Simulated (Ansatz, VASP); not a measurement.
## Ta in VASP and in Ansatz

```
CELL_PARAMETERS angstrom
-1.64256 1.64256 1.64256
1.64256 -1.64256 1.64256
1.64256 1.64256 -1.64256
ATOMIC_POSITIONS crystal
Ta 0.00000 0.00000 0.00000
```

Alike in both runs: functional PBE; dispersion D3(BJ); k mesh 18 × 18 × 18; occupations gaussian, width 0.1 eV; no spin polarisation.

Ansatz relaxed the structure, and its values are those at the end. VASP's run is a single point on that final structure, the one shown.

|  | VASP | Ansatz |
| --- | --- | --- |
| version | VASP 6.6.1 | Ansatz 0.2.0 |
| potentials or method | VASP PAW PBE potentials, release 64 (Ta_pv), cutoff 500 eV | scalar-relativistic, plane waves, PAW |
| valence electrons in the cell | 11 | 13 |

|  | VASP | Ansatz | Ansatz less VASP |
| --- | --- | --- | --- |
| gap on the k mesh at the Fermi level (eV) | none | none | - |
| pressure (GPa) | 0.1 | 0.0 | -0.13 |

A gap of «none» marks a metal or a gap that the smearing closes. VASP's potentials hold 11 valence electrons a cell and Ansatz's 13, so a difference there can come from the potentials and not from the codes.

Neither program's run includes spin-orbit coupling.
